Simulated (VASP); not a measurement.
Wanted: the native input for a VASP 6.6.1 run.

* Task: single point
* Functional: r2SCAN
* Potentials or basis: VASP PAW PBE potentials, release 64 (W_sv)
* Cutoff: 520 eV
* k mesh: 8 × 5 × 5
* Occupations: methfessel-paxton, width 0.1 eV
* Spin: no spin polarisation
* Dipole correction: no
* Further INCAR settings: ALGO = Normal; EDIFF = 1e-07; NBANDS = 36

W:

```
W
1.0
     2.73759    0.00000    0.00000
     0.00000    4.73910    0.00000
     0.00000    0.00000    4.79740
W
4
Cartesian
  2.1714 2.6689 1.1993
  0.5662 0.2993 1.1993
  0.5662 2.0702 3.5980
  2.1714 4.4398 3.5980
```

One way to write it, as run:

POSCAR

```
W
1.0
    2.7375854221      0.0000000000      0.0000000000
    0.0000000000      4.7390999648      0.0000000000
    0.0000000000      0.0000000000      4.7973951806
W
4
Direct
    0.7931700000      0.5631600000      0.2500000000
    0.2068300000      0.0631600000      0.2500000000
    0.2068300000      0.4368400000      0.7500000000
    0.7931700000      0.9368400000      0.7500000000
```

INCAR.step1

```
SYSTEM = W
ALGO = Normal
EDIFF = 1E-4
ENCUT = 520
GGA = PE
ISMEAR = 1
LASPH = .TRUE.
LCHARG = .FALSE.
LREAL = .FALSE.
LWAVE = .TRUE.
NBANDS = 36
NELM = 80
PREC = Accurate
SIGMA = 0.1
```

INCAR.step2

```
SYSTEM = W
ALGO = Normal
EDIFF = 1E-7
ENCUT = 520
ISIF = 2
ISMEAR = 1
ISTART = 1
LASPH = .TRUE.
LCHARG = .FALSE.
LMIXTAU = .TRUE.
LREAL = .FALSE.
LWAVE = .FALSE.
METAGGA = R2SCAN
NBANDS = 36
NELM = 80
PREC = Accurate
SIGMA = 0.1
```

KPOINTS

```
k-points
0
G
  8 5 5
  0 0 0
```

Potentials or basis: VASP PAW PBE potentials, release 64 (W_sv).

Run with:

```sh
$ cat potpaw_PBE.64/W_sv/POTCAR > POTCAR
$ cp INCAR.step1 INCAR
$ mpirun -np 1 vasp_std > vasp.out
$ cp INCAR.step2 INCAR
$ mpirun -np 1 vasp_std > vasp.out
```

It gave:

```json
{
 "Pressure": "18.5 GPa",
 "Largest force": "0.299 eV/Å",
 "Band gap on the k mesh": "zero (band 28 reaches 12.43 eV, above the bottom of band 29 at 10.91 eV)"
}
```

Caveat: the PAW data sets were made with another functional, which shifts forces and pressure a little; spin-orbit coupling is left out, which moves the levels of the heavy elements.

It took 2.2 min on 1 thread of Intel(R) Xeon(R) 6975P-C (Granite Rapids), on a shared host, peak memory 0.2 GiB.
